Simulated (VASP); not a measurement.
Write the native input for VASP 6.6.1 that does the following.

| Quantity | Value |
| --- | --- |
| Task | single point |
| Functional | PBE |
| Potentials or basis | VASP PAW PBE potentials, release 64 (Si, Pt, P, Au) |
| Cutoff | 400 eV |
| k mesh | 1 × 1 × 1, shifted |
| Occupations | fermi-dirac, width 0.1456 eV |
| Spin | no spin polarisation |
| Dipole correction | no |
| Further INCAR settings | LREAL = Auto; ALGO = Normal; EDIFF = 1e-06; NBANDS = 73; ISYM = -1 |

The structure of Si13P2Pt3Au2 lies in POSCAR:

```
Si13P2Pt3Au2
1.0
    6.4794480000     -0.0023350000     -0.0331270000
   -0.0023350000      6.7843160000      0.1466780000
   -0.0331270000      0.1466780000      7.1568870000
Si Pt P Au
13 3 2 2
Direct
    0.4904739529      0.4252104300      0.8088147703
    0.9528212810      0.4625843650     -0.0011226723
    0.5562761999      0.9456456899      0.2849828903
    1.0320864110     -0.0895668343      0.5343789011
    1.1445203450      0.3867512694      0.7563617566
    1.0895534798      0.0683514773      0.2321826487
    0.2898501218      0.6536956382      0.9876056582
    0.3262843180      0.7454801557      0.6720975589
    0.4696934127      0.3640257701      0.2890404671
    0.7645567263      0.1893234987      0.4990032508
    0.1225909824     -0.0570521560      0.9044921860
    0.7645848374      0.5957724261      0.3259446033
    0.7287649738      0.1842145462      0.9378637075
    0.3120160575      0.1258808330      0.6339206148
    0.3701309767      0.1718494148      0.0520768038
    0.7910503429      0.8660286142      0.0718261696
    0.6578329564      0.9783281662      0.7063132076
    0.7825486023      0.6453750219      0.6630248836
    0.3013628631      0.6966725799      0.3617976233
    1.0559049748      0.4079728982      0.4096284202
```

The input as run:

INCAR

```
SYSTEM = Si13P2Pt3Au2
  PREC = Accurate
  ENCUT = 400
  EDIFF = 1E-6
  ISMEAR = -1
  SIGMA = 0.1456
  LREAL = Auto
  LASPH = .TRUE.
  NELM = 120
  ALGO = Normal
  ISIF = 2
  LWAVE = .FALSE.
  LCHARG = .TRUE.
  GGA = PE
  LELF = .TRUE.
  LVHAR = .TRUE.
  NBANDS = 73
  ISYM = -1
  GGA_COMPAT = .FALSE.
```

KPOINTS

```
explicit points
1
Reciprocal
  0.25000000   0.25000000   0.25000000 1
```

Potentials or basis: VASP PAW PBE potentials, release 64 (Si, Pt, P, Au).

The run is started by

```bash
$ cat potpaw_PBE.64/Si/POTCAR potpaw_PBE.64/Pt/POTCAR potpaw_PBE.64/P/POTCAR potpaw_PBE.64/Au/POTCAR > POTCAR
$ mpirun -np 1 vasp_std > vasp.out
```

Results of the run:

* Pressure: 12.9 GPa
* Largest force: 2.853 eV/Å

Caveat: the atoms stand as in a frame of molecular dynamics.

Wall time 92 s on 1 thread of Intel Xeon 8259CL, with other jobs on the host, peak memory 0.3 GiB.
